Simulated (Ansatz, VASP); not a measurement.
# One calculation of MgS, two programs

The input INCAR:

```
ALGO = Normal
EDIFF = 1E-6
ENCUT = 520
GGA = PE
ISIF = 2
ISMEAR = -1
LASPH = T
LCHARG = F
LREAL = F
LWAVE = F
NBANDS = 11
NELM = 80
PREC = Accurate
SIGMA = 0.01
```

KPOINTS

```
k-points
0
Gamma
  8 8 8
```

The input POSCAR:

```
MgS
1.0
    0.0000000000      2.6016500000      2.6016500000
    2.6016500000      0.0000000000      2.6016500000
    2.6016500000      2.6016500000      0.0000000000
Mg S
1 1
Direct
    0.0000000000      0.0000000000      0.0000000000
    0.5000000000      0.5000000000      0.5081536717
```

Input for Ansatz:

```yaml
crystal:
  lattice:
    - [0.0, 2.60165, 2.60165]
    - [2.60165, 0.0, 2.60165]
    - [2.60165, 2.60165, 0.0]
  atoms:
    - { symbol: Mg, position: [0.0, 0.0, 0.0] }
    - { symbol: S, position: [0.5, 0.5, 0.5081536717] }
kpoints:
  mp_grid: { grid: [8, 8, 8] }
scf:
  occupations: { method: fermi_dirac, width: 0.01 }
hamiltonian:
  xc: pbe
  pseudopotentials: { kind: all_electron, lapw: { basis_error: 0.00025 } }
output:
  forces: true
  stress: true
  eigenvalues: true
```

Alike in both runs: task single point; functional PBE; k mesh 8 × 8 × 8; occupations fermi-dirac, width 0.01 eV; no spin polarisation.

```csv
,VASP,Ansatz
version,VASP 6.6.1,Ansatz 0.2.0
potentials or method,"VASP PAW PBE potentials, release 64 (Mg, S), cutoff 520 eV","all-electron LAPW, scalar-relativistic"
```

```csv
,VASP,Ansatz,Ansatz less VASP
gap on the k mesh at the Fermi level (eV),2.78,2.79,+0.011
pressure (GPa),0.9,1.2,+0.29
rms of the force components (eV/Å),0.048,0.049,+0.0002
```

Atom by atom the forces differ by 0.000 eV/Å (rms over components). Ansatz ran all-electron here, and VASP with PAW potentials.
